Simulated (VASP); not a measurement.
A run of VASP 6.6.1 is set up as follows.

Contents of INCAR:

```
ALGO     = Normal         # electronic algorithm
EDIFF    = 1E-6           # SCF threshold, eV
ENCUT    = 500            # plane-wave cutoff, eV
GGA      = PS             # functional
GGA_COMPAT= F            
ISIF     = 2              # what is computed and relaxed
ISMEAR   = 0              # smearing method
ISPIN    = 2              # spin polarisation
KPAR     = 4            
LASPH    = T              # aspherical terms in the spheres
LCHARG   = T              # write CHGCAR
LDAU     = T              # DFT+U
LDAUJ    = 0 0 0        
LDAUL    = 2 -1 -1        # shell
LDAUPRINT= 1            
LDAUTYPE = 2            
LDAUU    = 2 0 0          # U, eV
LMAXMIX  = 4              # l up to which the mixer works
LORBIT   = 11             # projections on sites
LREAL    = F              # projectors in reciprocal space
LVHAR    = T            
LWAVE    = F              # write WAVECAR
MAGMOM   = 0.5 0 0 0 0 0 0 0 0 0 0 0 0 0 0 0 0 0 0 0 0 0 0 0 # initial moments
NBANDS   = 126            # bands
NELM     = 200            # most SCF steps
NUPDOWN  = 0.5            # fixed moment
PREC     = Accurate       # precision mode
SIGMA    = 0.05           # smearing width, eV
```

File KPOINTS:

```
k-points
0
Gamma
  3 3 2
```

File POSCAR:

```
NbMo7S16
1.0
    6.3379961000      0.0000000000      0.0000000000
   -3.1689980000      5.4888656000      0.0000000000
    0.0000000000      0.0000000000     12.3240000000
Nb Mo S
1 7 16
Direct
    0.1665692723      0.3326280205      0.2500082342
    0.1677609770      0.8332239980      0.2500088981
    0.6659727757      0.3314379391      0.2500099668
    0.6659752849      0.8332218550      0.2500096546
    0.3337309524      0.1661954332      0.7499741514
    0.3337233724      0.6662631319      0.7499739066
    0.8336550192      0.1661919007      0.7499737799
    0.8337061658      0.6662166111      0.7499735556
    0.1670369235      0.3328823373      0.6243816583
    0.1670811624      0.8329077560      0.6243734562
    0.6670209447      0.3328438743      0.6243725799
    0.6670133932      0.8329004746      0.6243738852
    0.3358608340      0.1633359526      0.1226984533
    0.3358614997      0.6712096578      0.1226995398
    0.8279856875      0.1633359105      0.1227001287
    0.8332363532      0.6659635887      0.1250931722
    0.1670368678      0.3328826900      0.8755662150
    0.1670818047      0.8329081002      0.8755748519
    0.6670212672      0.3328440864      0.8755752199
    0.6670134326      0.8329007965      0.8755730117
    0.3358589637      0.1633356313      0.3773193466
    0.3358598840      0.6712077552      0.3773180970
    0.8279869414      0.1633363611      0.3773186186
    0.8332360175      0.6659631383      0.3749249967
```

Potentials or basis: VASP PAW PBE potentials, release 64 (Nb_sv, Mo_sv, S).

The run is started by

```sh
$ cat potpaw_PBE.64/Nb_sv/POTCAR potpaw_PBE.64/Mo_sv/POTCAR potpaw_PBE.64/S/POTCAR > POTCAR
$ mpirun -np 4 vasp_std > vasp.out
```

What does it give for the largest force?

0.053 eV/Å.

Predict the pressure.

-0.1 GPa.

Forces in eV/Å, atoms in the order of the input:
```
Nb   0.000  0.000  0.000
Mo  -0.001  0.000  0.000
Mo   0.000  0.001  0.000
Mo   0.001  0.000  0.000
Mo  -0.001  0.000  0.000
Mo   0.000 -0.001  0.000
Mo   0.001  0.000  0.000
Mo   0.000  0.000  0.000
S    0.000  0.000  0.001
S    0.001  0.001 -0.001
S    0.000 -0.001 -0.001
S   -0.001  0.001 -0.001
S    0.046 -0.026 -0.006
S    0.000  0.053 -0.006
S   -0.046 -0.026 -0.006
S    0.000  0.000  0.031
S    0.000  0.000 -0.001
S    0.001  0.001  0.001
S    0.000 -0.001  0.001
S   -0.001  0.001  0.001
S    0.046 -0.026  0.005
S    0.000  0.053  0.006
S   -0.046 -0.026  0.005
S    0.000  0.000 -0.031
```

Caveat: the k points lie up to 0.38 Å⁻¹ apart; the PAW data sets were made with another functional, which shifts forces and pressure a little; the total moment is fixed, so each spin has its own Fermi level and the state may be an excited one.
